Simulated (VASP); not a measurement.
Input of a VASP 6.6.1 run:

Contents of INCAR:

```
PREC = Accurate
ENCUT = 520
EDIFF = 1E-7
ISMEAR = 0
SIGMA = 0.05
LREAL = Auto
LASPH = True
NELM = 60
ALGO = Normal
ISIF = 2
LWAVE = False
LCHARG = False
NELECT = 74.0
NBANDS = 52
```

The input KPOINTS:

```
Automatic mesh
0
Gamma
  2 2 2
```

The input POSCAR:

```
CuSi16
1.0
    0.0000000000      5.4300000000      5.4300000000
    5.4300000000      0.0000000000      5.4300000000
    5.4300000000      5.4300000000      0.0000000000
Si Cu
16 1
Direct
   -0.0025436464     -0.0009552486      0.0052970534
    0.1245031308      0.1201710866      0.1350615101
    0.0049211786     -0.0128031308      0.5102977901
    0.1329166667      0.1257122468      0.6158919890
    0.0021895948      0.4935768877      0.0087157459
    0.1180941989      0.6247704420      0.1345645488
    0.0001698895      0.4979360037      0.5091603131
    0.1284368324      0.6159060773      0.6348963168
    0.5031945672     -0.0014186924      0.0032385820
    0.6283386740      0.1535600368      0.0920666667
    0.5146125230      0.0131804788      0.4647734807
    0.6324627993      0.1249705341      0.6148959484
    0.4923637201      0.5251244936     -0.0039193370
    0.6290858195      0.6244537753      0.1339843462
    0.5006881215      0.4975078269      0.5086505525
    0.6272666667      0.6376125230      0.6148648250
    0.3693443831      0.9293648250      0.8332675875
```

Potentials or basis: VASP PAW LDA potentials, release 64 (Si, Cu).

Launch:

```sh
$ cat potpaw_LDA.64/Si/POTCAR potpaw_LDA.64/Cu/POTCAR > POTCAR
$ mpirun -np 1 vasp_std > vasp.out
```

Q: Estimate the largest force.

A: 0.045 eV/Å.

Forces in eV/Å, atoms in the order of the input:
```
Si   0.007 -0.012 -0.012
Si  -0.002  0.009  0.016
Si  -0.013 -0.013 -0.003
Si  -0.002  0.002 -0.008
Si  -0.007  0.002 -0.014
Si  -0.008 -0.012  0.000
Si  -0.012 -0.013 -0.004
Si  -0.005  0.014 -0.006
Si   0.022  0.010 -0.021
Si   0.021  0.015  0.013
Si  -0.022 -0.031 -0.024
Si   0.021  0.026  0.012
Si   0.012  0.002  0.001
Si  -0.009  0.004  0.019
Si  -0.013 -0.005  0.000
Si   0.003  0.002 -0.003
Cu   0.008 -0.001  0.032
```

Caveat: the k points lie up to 0.50 Å⁻¹ apart; the cell carries a net charge on a neutralising background, which shifts energy and pressure.
